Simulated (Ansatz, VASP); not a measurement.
Mo in VASP and in Ansatz

INCAR

```
PREC = Accurate ; ENCUT = 520
EDIFF = 1E-6 ; ISMEAR = -1
SIGMA = 0.1 ; LREAL = False
LASPH = True ; NELM = 80
ALGO = Normal ; ISIF = 2
LWAVE = False ; LCHARG = True
GGA = RP ; LELF = True
LVHAR = True ; NBANDS = 13
```

File KPOINTS:

```
regular mesh
0
Gamma
  15 15 15
```

POSCAR

```
Mo
1.0
    0.0000000000      2.0110960468      2.0110960468
    2.0110960468      0.0000000000      2.0110960468
    2.0110960468      2.0110960468      0.0000000000
Mo
1
Direct
    0.0000000000      0.0000000000      0.0000000000
```

Input for Ansatz:

```yaml
crystal:
  lattice:
    - [0.0, 2.0110960468, 2.0110960468]
    - [2.0110960468, 0.0, 2.0110960468]
    - [2.0110960468, 2.0110960468, 0.0]
  atoms:
    - { symbol: Mo, position: [0.0, 0.0, 0.0] }
hamiltonian:
  xc: rpbe
  pseudopotentials:
    kind: paw
    azcp:
      Mo: "pseudopotentials/Mo.paw.azcp"
basis:
  ecutwfc: 420
  fft_grid_basis: typed
kpoints:
  mp_grid: { grid: [15, 15, 15], shift: [0, 0, 0] }
magnetization:
  spin_polarized: false
scf:
  occupations: { method: fermi_dirac, width: 0.1 }
  lower_state_search: "off"
output:
  stress: true
```

Alike in both runs: task single point; functional RPBE; k mesh 15 × 15 × 15; occupations fermi-dirac, width 0.1 eV; no spin polarisation.

|  | VASP | Ansatz |
| --- | --- | --- |
| version | VASP 6.6.1 | Ansatz 0.2.0 |
| potentials or method | VASP PAW PBE potentials, release 64 (Mo_sv), cutoff 520 eV | plane waves (420 eV) with PAW, scalar-relativistic |
| valence electrons in the cell | 14 | 14 |

|  | VASP | Ansatz | Ansatz less VASP |
| --- | --- | --- | --- |
| pressure (GPa) | 0.7 | 0.2 | -0.45 |

VASP's potentials were made for PBE, not for RPBE. The functional is the same, so the differences come from potentials, cutoffs and numerics.
